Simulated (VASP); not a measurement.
# BAs (F-43m) in VASP: a series of runs

The runs below take BAs through single point, relaxation of volume and atoms at fixed shape, with PBEsol.

Everything below comes from runs of VASP 6.6.1. Logs are shortened: lines on timing, memory, paths and dates and some standing lists are left out, and cuts for length are marked.

## Step 1: The cell of the first run

Symmetry: F-43m, No. 216, cubic system. Conventional cell: a = 4.768 Å, b = 4.768 Å, c = 4.768 Å, α = 90.00°, β = 90.00°, γ = 90.00°. B (site symmetry -43m) has 4 As at 2.06 Å within 2.7 Å. Within 2.7 Å of As (site symmetry -43m) lie 4 B at 2.06 Å.

## Step 2: Single point, PBEsol

INCAR reads:

```
SYSTEM = BAs
PREC     = Accurate       ! precision mode
ENCUT    = 520            ! plane-wave cutoff, eV
EDIFF    = 1E-6           ! SCF threshold, eV
ISMEAR   = 0              ! smearing method
SIGMA    = 0.01           ! smearing width, eV
LREAL    = .False.        ! projectors in reciprocal space
LASPH    = .True.         ! aspherical terms in the spheres
NELM     = 100            ! most SCF steps
ALGO     = Normal         ! electronic algorithm
ISIF     = 2              ! what is computed and relaxed
LWAVE    = .False.        ! write WAVECAR
LCHARG   = .True.         ! write CHGCAR
GGA      = PS             ! functional
LELF     = .True.         ! ELF
LVHAR    = .True.       
NBANDS   = 11             ! bands
```

KPOINTS reads:

```
Automatic mesh
0
Gamma
  8 8 8
  0 0 0
```

POSCAR reads:

```
BAs
1.0
    0.0000000000      2.3839073871      2.3839073871
    2.3839073871      0.0000000000      2.3839073871
    2.3839073871      2.3839073871      0.0000000000
B As
1 1
Direct
    0.0000000000      0.0000000000      0.0000000000
    0.2500000000      0.2500000000      0.2500000000
```

Potentials or basis: VASP PAW PBE potentials, release 64 (B, As).

The run is started by

```
$ cat potpaw_PBE.64/B/POTCAR potpaw_PBE.64/As/POTCAR > POTCAR
$ mpirun -np 1 vasp_std > vasp.out
```

OUTCAR:

```text
SYSTEM = BAs
   PREC = Accurate
   ENCUT = 520
   EDIFF = 1E-6
   ISMEAR = 0
   LREAL = .False.
   LASPH = .True.
   NELM = 100
   ISIF = 2
   GGA = PS

 ion  position               nearest neighbor table
   1  0.000  0.000  0.000-   2 2.06   2 2.06   2 2.06   2 2.06
   2  0.250  0.250  0.250-   1 2.06   1 2.06   1 2.06   1 2.06

  LATTYP: Found a face centered cubic cell.
 ALAT       =     4.7678147742

  Lattice vectors:

 A1 = (   0.0000000000,   2.3839073871,   2.3839073871)
 A2 = (   2.3839073871,   0.0000000000,   2.3839073871)
 A3 = (   2.3839073871,   2.3839073871,   0.0000000000)

Analysis of symmetry for initial positions (statically):
=====================================================================
 Subroutine PRICEL returns:
 Original cell was already a primitive cell.

 Routine SETGRP: Setting up the symmetry group for a
 face centered cubic supercell.

 Subroutine GETGRP returns: Found 24 space group operations
 (whereof 24 operations were pure point group operations)
 out of a pool of 48 trial point group operations.

The static configuration has the point symmetry T_d .

Analysis of symmetry for dynamics (positions and initial velocities):
=====================================================================
 Subroutine PRICEL returns:
 Original cell was already a primitive cell.

 Routine SETGRP: Setting up the symmetry group for a
 face centered cubic supercell.

 Subroutine GETGRP returns: Found 24 space group operations
 (whereof 24 operations were pure point group operations)
 out of a pool of 48 trial point group operations.

The dynamic configuration has the point symmetry T_d .

 Subroutine INISYM returns: Found 24 space group operations
 (whereof 24 operations are pure point group operations),
 and found     1 'primitive' translations

----------------------------------------------------------------------------------------

                                     Primitive cell

  volume of cell :      27.0956

  direct lattice vectors                    reciprocal lattice vectors
     0.000000000  2.383907387  2.383907387    -0.209739692  0.209739692  0.209739692
     2.383907387  0.000000000  2.383907387     0.209739692 -0.209739692  0.209739692
     2.383907387  2.383907387  0.000000000     0.209739692  0.209739692 -0.209739692

  length of vectors
     3.371354158  3.371354158  3.371354158     0.363279802  0.363279802  0.363279802

  position of ions in fractional coordinates (direct lattice)
     0.000000000  0.000000000  0.000000000
     0.250000000  0.250000000  0.250000000

  ion indices of the primitive-cell ions
   primitive index   ion index
                 1           1
[... 79 lines left out ...]
   ISIF   =      2    stress and relaxation
   ISYM   =      2    0-nonsym 1-usesym 2-fastsym
   POTIM  = 0.5000    time-step for ionic-motion
   TEBEG  =    0.0;   TEEND  =   0.0 temperature during run
   PSTRESS=    0.0 pullay stress
   NELECT =       8.0000    total number of electrons
   NUPDOWN=      -1.0000    fix difference up-down
   EMIN   =  10.00;   EMAX   =-10.00  energy-range for DOS
   EFERMI =   0.00;   METHOD = LEGACY
   ISMEAR =     0;   SIGMA  =   0.01  broadening in eV -4-tet -1-fermi 0-gaus
   EFERMI_NEDOS =   21; number of points for ismear=-14 and -15
   IALGO  =     38    algorithm
   IMIX   =      4    mixing-type and parameters
     AMIX     =   0.40;   BMIX     =  1.00
     AMIX_MAG =   1.60;   BMIX_MAG =  1.00
  volume/ion in A,a.u.               =      13.55        91.42
  Fermi-wavevector in a.u.,A,eV,Ry     =   1.090114  2.060018 16.168478  1.188350
  Thomas-Fermi vector in A             =   2.226332
   LORBIT       =      0    0 simple, 1 ext, 2 COOP (PROOUT), +10 PAW based schemes
   GGA     = PS    functional components
   LHFCALC =     F    Hartree Fock is set to
   AEXX    =    0.0000 exact exchange contribution
   IVDW    =     0    specifies the selected vdW correction
   LEPSILON=     F    determine dielectric tensor
   LRPA    =     F    only Hartree local field effects (RPA)
 non-spin polarized calculation
 Gauss-broadening in eV      SIGMA  =   0.01
  energy-cutoff  :      520.00
  volume of cell :       27.10
 maximum number of plane-waves:       745
 NGX is ok and might be reduce to    28
   NGX = 13   NGY = 13   NGZ = 13

 number of electron       8.0000000 magnetization

 Free energy of the ion-electron system (eV)
  ---------------------------------------------------
  ext. energy  EPLUGINS =         0.00000000
  ---------------------------------------------------
  free energy    TOTEN  =       -12.20107086 eV

  energy without entropy =      -12.20107086  energy(sigma->0) =      -12.20107086

 E-fermi :   6.1885     XC(G=0): -10.7552

 val. band max:        6.1087797074   @ k =   0.0000   0.0000   0.0000
 cond. band min:       7.1952634631   @ k =   0.3750   0.3750   0.0000
 fundamental gap:      1.0864837557
 Fermi energy:         6.1884656988

 k-point     1 :       0.0000    0.0000    0.0000
  band No.  band energies     occupation
      1      -9.3815      2.00000
      2       6.1088      2.00000
      3       6.1088      2.00000
      4       6.1088      2.00000
      5       9.3554      0.00000
      6       9.3554      0.00000
      7       9.3554      0.00000
      8      10.8640      0.00000
      9      15.4832      0.00000
     10      19.0626      0.00000
     11      19.0626      0.00000
[... 309 lines left out ...]
 k-point    24 :      -0.3750    0.2500    0.1250
  band No.  band energies     occupation
      1      -5.8987      2.00000
      2      -2.2483      2.00000
      3       1.4957      2.00000
      4       2.9894      2.00000
      5      10.0206      0.00000
      6      10.8149      0.00000
      7      13.5719      0.00000
      8      15.1141      0.00000
      9      16.3710      0.00000
     10      20.2600      0.00000
     11      21.2395      0.00000

 [... further k-points ...]
[... 5 lines left out ...]
  --------------------------------------------------------------------------------------
  -------------------------------------------------------------------------------------
  Total        0.1491887      0.1491887      0.1491887      0.0000000      0.0000000      0.0000000
  in kB        8.8216189      8.8216189      8.8216189      0.0000000      0.0000000      0.0000000
  external PRESSURE =       8.8216189 kB  Pullay stress =       0.0000000 kB

 VOLUME and BASIS-vectors are now :
 -----------------------------------------------------------------------------
  energy-cutoff  :      520.00
  volume of cell :       27.10
      direct lattice vectors                 reciprocal lattice vectors
     0.000000000  2.383907387  2.383907387    -0.209739692  0.209739692  0.209739692
     2.383907387  0.000000000  2.383907387     0.209739692 -0.209739692  0.209739692
     2.383907387  2.383907387  0.000000000     0.209739692  0.209739692 -0.209739692

 POSITION                                       TOTAL-FORCE (eV/Angst)
 -----------------------------------------------------------------------------------
      0.00000      0.00000      0.00000        -0.000000     -0.000000     -0.000000
      1.19195      1.19195      1.19195         0.000000      0.000000      0.000000
 -----------------------------------------------------------------------------------
    total drift:                               -0.000000     -0.000000     -0.000000

  FREE ENERGIE OF THE ION-ELECTRON SYSTEM (eV)
  ---------------------------------------------------
  free  energy   TOTEN  =       -12.2010708621 eV

  energy  without entropy=      -12.2010708621  energy(sigma->0) =      -12.20107086
```

OSZICAR:

```text
N       E                     dE             d eps       ncg     rms          rms(c)
DAV:   1     0.111916571700E+02    0.11192E+02   -0.39495E+03   638   0.653E+02
DAV:   2    -0.121158729344E+02   -0.23308E+02   -0.22501E+02   841   0.103E+02
DAV:   3    -0.128187684500E+02   -0.70290E+00   -0.70149E+00   788   0.169E+01
DAV:   4    -0.128205748643E+02   -0.18064E-02   -0.18064E-02   702   0.987E-01
DAV:   5    -0.128205775786E+02   -0.27143E-05   -0.27143E-05   755   0.392E-02    0.488E+00
DAV:   6    -0.122803057971E+02    0.54027E+00   -0.13627E+00   686   0.469E+00    0.241E+00
DAV:   7    -0.122101322176E+02    0.70174E-01   -0.18833E-01   743   0.209E+00    0.932E-01
DAV:   8    -0.122008828209E+02    0.92494E-02   -0.18674E-02   704   0.748E-01    0.925E-02
DAV:   9    -0.122010149590E+02   -0.13214E-03   -0.69143E-04   725   0.157E-01    0.520E-02
DAV:  10    -0.122010682837E+02   -0.53325E-04   -0.85327E-05   680   0.543E-02    0.947E-03
DAV:  11    -0.122010709622E+02   -0.26784E-05   -0.18806E-06   776   0.985E-03    0.911E-03
DAV:  12    -0.122010708621E+02    0.10005E-06   -0.99022E-07   446   0.501E-03
   1 F= -.12201071E+02 E0= -.12201071E+02  d E =-.875343E-32
```

It took 13 s on 1 thread of Intel Xeon 8259CL, shared host; peak memory 0.16 GiB.

What came out:

* Free energy: -12.2011 eV
* Pressure: 0.9 GPa
* Band gap on the k mesh: 1.09 eV, indirect (least direct gap 3.25 eV)

Caveat: the PAW data sets were made with another functional, which shifts forces and pressure a little. PBEsol gaps usually lie below the measured ones, often by a third to a half.

## Step 3: Relaxation of volume and atoms at fixed shape, PBEsol

This run uses another cell than the first one, of 13.63 Å³/atom, 1.006 times its volume.

INCAR reads:

```
PREC = Accurate
ENCUT = 600
EDIFF = 1E-6
ISMEAR = 0
SIGMA = 0.01
LREAL = False
LASPH = True
NELM = 80
ALGO = Normal
ISIF = 8
LWAVE = False
LCHARG = False
GGA = PS
IBRION = 2
NSW = 80
EDIFFG = -0.01
```

KPOINTS reads:

```
Automatic mesh
0
Gamma
  8 8 8
```

POSCAR reads:

```
BAs
1.0
    0.0000000000      2.3885000000      2.3885000000
    2.3885000000      0.0000000000      2.3885000000
    2.3885000000      2.3885000000      0.0000000000
B As
1 1
Direct
    0.0000000000      0.0000000000      0.0000000000
    0.2500000000      0.2500000000      0.2500000000
```

Potentials or basis: VASP PAW PBE potentials, release 64 (B, As).

The run is started by

```
$ cat potpaw_PBE.64/B/POTCAR potpaw_PBE.64/As/POTCAR > POTCAR
$ mpirun -np 1 vasp_std > vasp.out
```

It took 10 s on 1 thread of Intel Xeon 8259CL, shared host; peak memory 0.15 GiB.

The run converged. Its results:

- Free energy: -12.2025 eV
- Pressure after relaxing: 0.1 GPa
- Band gap on the k mesh: 1.09 eV, indirect (least direct gap 3.24 eV)

Final structure:
```
CELL_PARAMETERS angstrom
0.00000 2.38850 2.38850
2.38850 0.00000 2.38850
2.38850 2.38850 0.00000
ATOMIC_POSITIONS crystal
B 0.00000 0.00000 0.00000
As 0.25000 0.25000 0.25000
```

Levels at points of the mesh, in eV from the valence-band top:
```tsv
k point	band 1	band 2	band 3	band 4	band 5	band 6	band 7	band 8
(0.00, 0.00, 0.00)	-15.44	0.00	0.00	0.00	3.24	3.24	3.24	4.68
(0.50, 0.00, 0.00)	-12.55	-8.83	-1.83	-1.83	2.65	4.73	4.73	8.71
(0.50, 0.50, 0.00)	-11.24	-8.53	-4.11	-4.11	1.31	1.34	11.34	11.34
```

Caveat: the relaxation stopped at its first step, so nothing moved; the PAW data sets were made with another functional, which shifts forces and pressure a little. A k mesh can miss the band edges.
